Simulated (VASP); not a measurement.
# GaSe3 (Fm-3m) in VASP: further runs, part 2 of 2

VASP 6.6.1.

### 5 Single point, PBE

This run uses another cell than the first one, of 20.40 Å³/atom.

Contents of INCAR:

```
PREC = Accurate ; ENCUT = 520
EDIFF = 1E-7 ; ISMEAR = 0
SIGMA = 0.1 ; LREAL = False
LASPH = True ; NELM = 80
ALGO = Normal ; ISIF = 2
LWAVE = False ; LCHARG = False
GGA = PE ; NBANDS = 24
```

Contents of KPOINTS:

```
regular mesh
0
Gamma
  12 12 12
```

Contents of POSCAR:

```
GaSe3
1.0
    0.0000000000      3.4425255195      3.4425255195
    3.4425255195      0.0000000000      3.4425255195
    3.4425255195      3.4425255195      0.0000000000
Ga Se
1 3
Direct
    0.0000000000      0.0000000000      0.0000000000
    0.5000000000      0.5000000000      0.5000000000
    0.2500000000      0.2500000000      0.2500000000
    0.7500000000      0.7500000000      0.7500000000
```

Potentials or basis: VASP PAW PBE potentials, release 64 (Ga_d, Se).

Command:

```console
$ cat potpaw_PBE.64/Ga_d/POTCAR potpaw_PBE.64/Se/POTCAR > POTCAR
$ mpirun -np 1 vasp_std > vasp.out
```

OUTCAR:

```text
PREC = Accurate
   ENCUT = 520
   EDIFF = 1E-7
   ISMEAR = 0
   LREAL = False
   LASPH = True
   NELM = 80
   ISIF = 2
   GGA = PE

 ion  position               nearest neighbor table
   1  0.000  0.000  0.000-
   2  0.500  0.500  0.500-
   3  0.250  0.250  0.250-
   4  0.750  0.750  0.750-

  LATTYP: Found a face centered cubic cell.
 ALAT       =     6.8850510390

  Lattice vectors:

 A1 = (   0.0000000000,   3.4425255195,   3.4425255195)
 A2 = (   3.4425255195,   0.0000000000,   3.4425255195)
 A3 = (   3.4425255195,   3.4425255195,   0.0000000000)

Analysis of symmetry for initial positions (statically):
=====================================================================
 Subroutine PRICEL returns:
 Original cell was already a primitive cell.

 Routine SETGRP: Setting up the symmetry group for a
 face centered cubic supercell.

 Subroutine GETGRP returns: Found 48 space group operations
 (whereof 48 operations were pure point group operations)
 out of a pool of 48 trial point group operations.

The static configuration has the point symmetry O_h .

Analysis of symmetry for dynamics (positions and initial velocities):
=====================================================================
 Subroutine PRICEL returns:
 Original cell was already a primitive cell.

 Routine SETGRP: Setting up the symmetry group for a
 face centered cubic supercell.

 Subroutine GETGRP returns: Found 48 space group operations
 (whereof 48 operations were pure point group operations)
 out of a pool of 48 trial point group operations.

The dynamic configuration has the point symmetry O_h .

 Subroutine INISYM returns: Found 48 space group operations
 (whereof 48 operations are pure point group operations),
[... 114 lines left out ...]
   EFERMI =   0.00;   METHOD = LEGACY
   ISMEAR =     0;   SIGMA  =   0.10  broadening in eV -4-tet -1-fermi 0-gaus
   EFERMI_NEDOS =   21; number of points for ismear=-14 and -15
   IALGO  =     38    algorithm
   IMIX   =      4    mixing-type and parameters
     AMIX     =   0.40;   BMIX     =  1.00
     AMIX_MAG =   1.60;   BMIX_MAG =  1.00
  volume/ion in A,a.u.               =      20.40       137.66
  Fermi-wavevector in a.u.,A,eV,Ry     =   1.185700  2.240648 19.128226  1.405885
  Thomas-Fermi vector in A             =   2.321888
   LORBIT       =      0    0 simple, 1 ext, 2 COOP (PROOUT), +10 PAW based schemes
   GGA     = PE    functional components
   LHFCALC =     F    Hartree Fock is set to
   AEXX    =    0.0000 exact exchange contribution
   IVDW    =     0    specifies the selected vdW correction
   LEPSILON=     F    determine dielectric tensor
   LRPA    =     F    only Hartree local field effects (RPA)
 non-spin polarized calculation
 Gauss-broadening in eV      SIGMA  =   0.10
  energy-cutoff  :      520.00
  volume of cell :       81.59
 maximum number of plane-waves:      2214
   NGX = 19   NGY = 19   NGZ = 19

 number of electron      30.9999989 magnetization

 Free energy of the ion-electron system (eV)
  ---------------------------------------------------
  ext. energy  EPLUGINS =         0.00000000
  ---------------------------------------------------
  free energy    TOTEN  =       -12.08793515 eV

  energy without entropy =      -12.07074192  energy(sigma->0) =      -12.07933854

 E-fermi :   5.2350     XC(G=0): -10.5748

 val. band max:        5.2335208278   @ k =   0.4167   0.1667   0.0833
 cond. band min:       5.2395351349   @ k =  -0.3333   0.5000   0.1667
 fundamental gap:      0.0060143072
 Fermi energy:         5.2349516010

 k-point     1 :       0.0000    0.0000    0.0000
  band No.  band energies     occupation
      1     -10.2240      2.00000
      2      -9.4237      2.00000
      3      -9.4237      2.00000
      4      -9.4237      2.00000
      5      -9.4057      2.00000
      6      -9.4057      2.00000
[... 637 lines left out ...]
     23      14.8836      0.00000
     24      14.9337      0.00000

 [... further k-points ...]

------------------------ aborting loop because EDIFF is reached ----------------------------------------

  FORCE on cell =-STRESS in cart. coord.  units (eV):
  Direction    XX          YY          ZZ          XY          YZ          ZX
  --------------------------------------------------------------------------------------
  -------------------------------------------------------------------------------------
  Total        0.0208827      0.0208827      0.0208827      0.0000000     -0.0000000      0.0000000
  in kB        0.4100487      0.4100487      0.4100487      0.0000000     -0.0000000      0.0000000
  external PRESSURE =       0.4100487 kB  Pullay stress =       0.0000000 kB

 VOLUME and BASIS-vectors are now :
 -----------------------------------------------------------------------------
  energy-cutoff  :      520.00
  volume of cell :       81.59
      direct lattice vectors                 reciprocal lattice vectors
     0.000000000  3.442525520  3.442525520    -0.145242206  0.145242206  0.145242206
     3.442525520  0.000000000  3.442525520     0.145242206 -0.145242206  0.145242206
     3.442525520  3.442525520  0.000000000     0.145242206  0.145242206 -0.145242206

 POSITION                                       TOTAL-FORCE (eV/Angst)
 -----------------------------------------------------------------------------------
      0.00000      0.00000      0.00000         0.000000     -0.000000     -0.000000
      3.44253      3.44253      3.44253         0.000000     -0.000000     -0.000000
      1.72126      1.72126      1.72126         0.000000     -0.000000      0.000000
      5.16379      5.16379      5.16379        -0.000000      0.000000     -0.000000
 -----------------------------------------------------------------------------------
    total drift:                               -0.000000      0.000000      0.000000

  FREE ENERGIE OF THE ION-ELECTRON SYSTEM (eV)
  ---------------------------------------------------
  free  energy   TOTEN  =       -12.0879351514 eV

  energy  without entropy=      -12.0707419239  energy(sigma->0) =      -12.07933854
```

OSZICAR:

```text
N       E                     dE             d eps       ncg     rms          rms(c)
DAV:   1     0.217364089281E+03    0.21736E+03   -0.13575E+04  3696   0.153E+03
DAV:   2     0.124289213997E+02   -0.20494E+03   -0.19054E+03  3848   0.391E+02
DAV:   3    -0.114712886968E+02   -0.23900E+02   -0.22964E+02  4232   0.990E+01
DAV:   4    -0.121674331557E+02   -0.69614E+00   -0.69330E+00  4256   0.180E+01
DAV:   5    -0.121794886287E+02   -0.12055E-01   -0.12052E-01  4408   0.233E+00    0.527E+00
DAV:   6    -0.120972998776E+02    0.82189E-01   -0.30439E-01  5056   0.548E+00    0.315E+00
DAV:   7    -0.120884975551E+02    0.88023E-02   -0.55487E-02  4456   0.163E+00    0.186E+00
DAV:   8    -0.120878145904E+02    0.68296E-03   -0.11217E-02  4584   0.683E-01    0.175E-01
DAV:   9    -0.120879072776E+02   -0.92687E-04   -0.12684E-03  4856   0.343E-01    0.622E-02
DAV:  10    -0.120879298946E+02   -0.22617E-04   -0.10097E-04  4376   0.643E-02    0.300E-02
DAV:  11    -0.120879348329E+02   -0.49384E-05   -0.21286E-05  4408   0.406E-02    0.594E-03
DAV:  12    -0.120879352016E+02   -0.36865E-06   -0.16829E-06  4320   0.130E-02    0.201E-03
DAV:  13    -0.120879351514E+02    0.50141E-07   -0.83615E-08  3352   0.247E-03
   1 F= -.12087935E+02 E0= -.12079339E+02  d E =-.171932E-01
```

stdout:

```text
POSCAR found type information on POSCAR GaSe
 POSCAR found :  2 types and       4 ions
 scaLAPACK will be used
 LDA part: xc-table for (Slater+PW92), standard interpolation
 POSCAR, INCAR and KPOINTS ok, starting setup
 FFT: planning ... GRIDC
 FFT: planning ... GRID_SOFT
 FFT: planning ... GRID
 WAVECAR not read
 entering main loop
```

Wall time 85 s (1 thread of AMD EPYC 9R45 (Zen 5), shared host); peak memory 0.25 GiB.

Results:

| Property | Result |
| --- | --- |
| Free energy | -12.0879 eV |
| Pressure | 0.0 GPa |
| Band gap on the k mesh | zero (an odd number of electrons rules out a gap without spin polarisation) |

### 6 Relaxation of cell and atoms, PBE

Contents of INCAR:

```
SYSTEM = GaSe3
ALGO = Normal
EDIFF = 1E-7
EDIFFG = -0.01
ENCUT = 600
GGA = PE
IBRION = 2
ISIF = 3
ISMEAR = 0
LASPH = .True.
LCHARG = .False.
LREAL = .False.
LWAVE = .False.
NELM = 100
NSW = 100
PREC = Accurate
SIGMA = 0.1
```

Contents of KPOINTS:

```
k-points
0
Gamma
  12 12 12
  0 0 0
```

Contents of POSCAR:

```
GaSe3
1.0
    0.0000000000      3.4453686116      3.4453686116
    3.4453686116      0.0000000000      3.4453686116
    3.4453686116      3.4453686116      0.0000000000
Ga Se
1 3
Direct
    0.0000000000      0.0000000000      0.0000000000
    0.5000000000      0.5000000000      0.5000000000
    0.2500000000      0.2500000000      0.2500000000
    0.7500000000      0.7500000000      0.7500000000
```

Potentials or basis: VASP PAW PBE potentials, release 64 (Ga_d, Se).

Command:

```console
$ cat potpaw_PBE.64/Ga_d/POTCAR potpaw_PBE.64/Se/POTCAR > POTCAR
$ mpirun -np 1 vasp_std > vasp.out
```

It took 2.3 min on 1 thread of AMD EPYC 9R45 (Zen 5), shared host; peak memory 0.3 GiB.

Results (log left out):

| Property | Result |
| --- | --- |
| Free energy | -12.0879 eV |
| Relaxed volume | 20.40 Å³/atom |
| Relaxed cell | a = 4.869 Å, b = 4.869 Å, c = 4.869 Å, α = 60.00°, β = 60.00°, γ = 60.00° |
| Space group after relaxing (to 0.1 Å) | Fm-3m (No. 225) |
| Energy gained by relaxing | 0.0 meV/atom |
| Ionic steps | 2 |
| Pressure after relaxing | 0.0 GPa |
| Band gap on the k mesh | zero (an odd number of electrons rules out a gap without spin polarisation) |

Final structure:
```
CELL_PARAMETERS angstrom
0.00000 3.44286 3.44286
3.44286 0.00000 3.44286
3.44286 3.44286 0.00000
ATOMIC_POSITIONS crystal
Ga 0.00000 0.00000 0.00000
Se 0.50000 0.50000 0.50000
Se 0.25000 0.25000 0.25000
Se 0.75000 0.75000 0.75000
```

Levels at points of the mesh, in eV from the Fermi level:
```tsv
k point	band 13	band 14	band 15	band 16	band 17	band 18
(0.00, 0.00, 0.00)	-3.47	-3.47	-3.09	-1.15	-1.15	-1.15
(0.50, 0.00, 0.00)	-3.32	-1.85	-1.15	0.64	0.64	1.71
(0.50, 0.50, 0.00)	-0.48	-0.48	0.10	0.18	0.62	0.62
```

### 7 The runs side by side

| task | cell | k mesh | cutoff (eV) | gap on the mesh (eV) | pressure (GPa) | relaxed volume (Å³/atom) |
| --- | --- | --- | --- | --- | --- | --- |
| single point | a = 4.872 Å, angles 60.0°, 4 atoms | 4 × 4 × 4 | 520 | none | -0.1 | - |
| single point | a = 5.635 Å, angles 60.0°, 4 atoms | 4 × 4 × 4 | 520 | none | -8.6 | - |
| relaxation of cell and atoms | relaxed from a = 5.635 Å, angles 60.0°, 4 atoms | 4 × 4 × 4 | 600 | none | 0.0 | 20.44 |
| single point | a = 4.868 Å, angles 60.0°, 4 atoms | 12 × 12 × 12 | 520 | none | 0.0 | - |
| relaxation of cell and atoms | relaxed from a = 4.872 Å, angles 60.0°, 4 atoms | 12 × 12 × 12 | 600 | none | 0.0 | 20.40 |

Alike in all rows: level PBE; potentials or basis VASP PAW PBE potentials, release 64 (Ga_d, Se); no spin polarisation; smearing gaussian 0.1 eV.

Caveats: some runs use coarse meshes; the cell stands under tension (at least some runs); the volume moved by over 15 % at a fixed basis, so the end points are rough (at least some runs).

Total energies depend on the potentials used, so only differences within one code and one set of settings carry meaning.
